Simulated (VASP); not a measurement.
The system is WC.

```
W C
1.0
     1.64035   -2.11804    0.00000
     1.64035    2.11804    0.00000
     0.00000    0.00000    4.30942
W C
1 1
Direct
  0.50000 0.50000 0.50000
  0.00000 0.00000 0.00000
```

| Quantity | Value |
| --- | --- |
| Program | VASP 6.6.1 |
| Task | relaxation of cell and atoms |
| Functional | BLYP |
| Dispersion | D4 |
| Potentials or basis | VASP PAW PBE potentials, release 64 (W_sv, C) |
| Cutoff | 600 eV |
| k mesh | 10 × 10 × 6 |
| Occupations | fermi-dirac, width 0.05 eV |
| Spin | no spin polarisation |

At the start: pressure -29.7 GPa; volume 14.97 Å³/atom.

Q: How do energy, volume and symmetry change on relaxing?

A: Over 17 steps the energy falls by 1889.5 meV/atom and the volume is 11.90 Å³/atom (-20.5 %); space group Cmmm (No. 65, to 0.1 Å) before and after.

Step by step:
| step | energy change (eV) | largest force (eV/Å) | pressure (GPa) | volume (Å³) |
| --- | --- | --- | --- | --- |
| 1 | 0.0000 | 0.0000 | -29.73 | 29.94 |
| 2 | -2.2636 | 0.0000 | 67.52 | 19.06 |
| 3 | -2.3773 | 0.0000 | 32.53 | 20.45 |
| 4 | -2.8717 | 0.0000 | 83.57 | 19.00 |
| 5 | -3.0335 | 0.0000 | 60.18 | 19.49 |
| 6 | -3.7019 | 0.0000 | -6.52 | 23.32 |
| 7 | -3.7078 | 0.0000 | -2.19 | 22.92 |
| 8 | -3.7436 | 0.0000 | 0.39 | 22.98 |
| 9 | -3.7651 | 0.0000 | 6.16 | 23.06 |
| 10 | -3.7784 | 0.0000 | 0.54 | 23.75 |
| 11 | -3.7786 | 0.0000 | -0.27 | 23.85 |
| 12 | -3.7786 | 0.0000 | -0.16 | 23.84 |
| 13 | -3.7789 | 0.0000 | 0.00 | 23.81 |
| 14 | -3.7790 | 0.0000 | 0.15 | 23.80 |
| 15 | -3.7790 | 0.0000 | 0.14 | 23.80 |
| 16 | -3.7790 | 0.0000 | -0.14 | 23.81 |
| 17 | -3.7790 | 0.0000 | -0.01 | 23.81 |

Final structure:
```yaml
crystal:
  lattice:
    - [1.47059, -2.67661, 0.00000]
    - [1.47059, 2.67661, 0.00000]
    - [0.00000, 0.00000, 3.02398]
  atoms:
    - { symbol: W, position: [0.50000, 0.50000, 0.50000] }
    - { symbol: C, position: [0.00000, 0.00000, 0.00000] }
```

Caveat: the volume moved by over 15 % at a fixed basis, so the end points are rough; the PAW data sets were made with another functional, which shifts forces and pressure a little.
